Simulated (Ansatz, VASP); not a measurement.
## ZnO in VASP and in Ansatz

```xyz
4
Lattice="3.2493 0.0000 0.0000 -1.6247 2.8140 0.0000 0.0000 0.0000 5.2057" Properties=species:S:1:pos:R:3 pbc="T T T"
Zn    1.6247    0.9380    0.0000
Zn    0.0000    1.8760    2.6029
O     0.0000    1.8760    4.5759
O     1.6247    0.9380    1.9730
```

Alike in both runs: task single point; functional RPBE; dispersion D3(BJ); k mesh 9 × 9 × 5; occupations fermi-dirac, width 0.05 eV; no spin polarisation.

|  | VASP | Ansatz |
| --- | --- | --- |
| version | VASP 6.6.1 | Ansatz 0.2.0 |
| potentials or method | VASP PAW PBE potentials, release 64 (Zn, O) | Ansatz PAW |
| plane-wave cutoff (eV) | 520 | 420 |
| valence electrons in the cell | 36 | 36 |

VASP gave:

- gap on the k mesh at the Fermi level (eV): 0.88
- least direct gap on the mesh (eV): 0.88
- pressure (GPa): -4.4
- traceless stress, the component that is largest in VASP (GPa): 0.91
- rms of the force components (eV/Å): 0.054

Task: Estimate Ansatz's values.

Result: gap on the k mesh at the Fermi level (eV): 0.90; least direct gap on the mesh (eV): 0.90; pressure (GPa): -5.6; traceless stress, the component that is largest in VASP (GPa): 0.87; rms of the force components (eV/Å): 0.051.

VASP's potentials were made for PBE, not for RPBE. Atom by atom the forces differ by 0.002 eV/Å (rms over components).

Noted on Ansatz's run: odd divisions of the mesh miss points on the zone boundary, where band edges often lie, so the gap on the mesh can be too wide.
